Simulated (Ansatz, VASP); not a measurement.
# Two plane-wave programs on InSe2

The input INCAR:

```
SYSTEM = InSe2
  PREC = Accurate
  ENCUT = 520
  EDIFF = 1E-7
  ISMEAR = 0
  SIGMA = 0.01
  LREAL = .False.
  LASPH = .True.
  NELM = 60
  ALGO = Normal
  ISIF = 2
  LWAVE = .False.
  LCHARG = .False.
  GGA = PS
  NBANDS = 34
```

File KPOINTS:

```
regular mesh
0
Gamma
  10 10 4
  0 0 0
```

Contents of POSCAR:

```
InSe2
1.0
    3.8948930000      0.0000000000      0.0000000000
    0.0000000000      3.8948930000      0.0000000000
    0.0000000000      0.0000000000      9.6262310000
In Se
2 4
Direct
    0.0000000000      0.5000000000      0.7064680000
    0.5000000000      0.0000000000      0.2935320000
    0.0000000000      0.5000000000      0.3662120000
    0.5000000000      0.0000000000      0.6337880000
    0.0000000000      0.0000000000      0.0000000000
    0.5000000000      0.5000000000      0.0000000000
```

Input for Ansatz:

```yaml
crystal:
  lattice:
    - [3.894893, 0.0, 0.0]
    - [0.0, 3.894893, 0.0]
    - [0.0, 0.0, 9.626231]
  atoms:
    - { symbol: In, position: [0.0, 0.5, 0.706468] }
    - { symbol: In, position: [0.5, 0.0, 0.293532] }
    - { symbol: Se, position: [0.0, 0.5, 0.366212] }
    - { symbol: Se, position: [0.5, 0.0, 0.633788] }
    - { symbol: Se, position: [0.0, 0.0, 0.0] }
    - { symbol: Se, position: [0.5, 0.5, 0.0] }
basis:
  ecutwfc: 420
kpoints:
  mp_grid: { grid: [10, 10, 4] }
hamiltonian:
  xc: pbesol
scf:
  occupations: { method: gaussian, width: 0.01 }
output:
  forces: true
  stress: true
  eigenvalues: true
```

Alike in both runs: task single point; functional PBEsol; k mesh 10 × 10 × 4; occupations gaussian, width 0.01 eV; no spin polarisation.

|  | VASP | Ansatz |
| --- | --- | --- |
| version | VASP 6.6.1 | Ansatz 0.2.0 |
| potentials or method | VASP PAW PBE potentials, release 64 (In_d, Se), cutoff 520 eV | scalar-relativistic, plane waves, PAW |
| valence electrons in the cell | 50 | 90 |

Ansatz gave:

* gap on the k mesh at the Fermi level (eV): none
* pressure (GPa): -3.4
* traceless stress, the component that is largest in VASP (GPa): 1.17
* rms of the force components (eV/Å): 0.037

**Question.** Which values does VASP return?

**Answer.** gap on the k mesh at the Fermi level (eV): none; pressure (GPa): -3.3; traceless stress, the component that is largest in VASP (GPa): 1.13; rms of the force components (eV/Å): 0.036.

VASP's potentials were made for PBE, not for PBEsol. Atom by atom the forces differ by 0.001 eV/Å (rms over components). A gap of «none» marks a metal or a gap that the smearing closes. VASP's potentials hold 50 valence electrons a cell and Ansatz's 90, so a difference there can come from the potentials and not from the codes.
